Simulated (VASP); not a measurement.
Here is a VASP 6.6.1 calculation.

File INCAR:

```
SYSTEM = AlAs
ALGO     = Normal         ! electronic algorithm
EDIFF    = 1E-7           ! SCF threshold, eV
EDIFFG   = -0.002         ! ionic threshold
ENCUT    = 500            ! plane-wave cutoff, eV
GGA      = CA             ! functional
GGA_COMPAT= .FALSE.      
IBRION   = 2              ! ionic algorithm
ISIF     = 3              ! what is computed and relaxed
ISMEAR   = 0              ! smearing method
LASPH    = .TRUE.         ! aspherical terms in the spheres
LCHARG   = .FALSE.        ! write CHGCAR
LREAL    = .FALSE.        ! projectors in reciprocal space
LWAVE    = .FALSE.        ! write WAVECAR
NELM     = 120            ! most SCF steps
NELMIN   = 4            
NSW      = 100            ! ionic steps
PREC     = Accurate       ! precision mode
PSTRESS  = 100.0        
SIGMA    = 0.01           ! smearing width, eV
```

KPOINTS

```
k-points
0
G
  8 8 8
  0 0 0
```

POSCAR

```
AlAs
1.0
    0.0000000000      2.8145759924      2.8145759924
    2.8145759924      0.0000000000      2.8145759924
    2.8145759924      2.8145759924      0.0000000000
Al As
1 1
Direct
    0.0000000000      0.0000000000      0.0000000000
    0.7500000000      0.7500000000      0.7500000000
```

Potentials or basis: VASP PAW LDA potentials, release 64 (Al, As).

Launch:

```console
$ cat potpaw_LDA.64/Al/POTCAR potpaw_LDA.64/As/POTCAR > POTCAR
$ mpirun -np 1 vasp_std > vasp.out
```

(1) What does it give for the relaxed cell?

(2) Estimate the band gap on the k mesh.

(3) Predict the space group after relaxing (to 0.05 Å).

(4) Estimate the relaxed volume.

Results:

(1) a = 3.849 Å, b = 3.849 Å, c = 3.849 Å, α = 60.00°, β = 60.00°, γ = 60.00°.

(2) 1.12 eV, indirect (least direct gap 2.85 eV).

(3) F-43m (No. 216).

(4) 20.15 Å³/atom.

Caveat: the cell is relaxed towards a set pressure, so the enthalpy falls and the energy may rise.
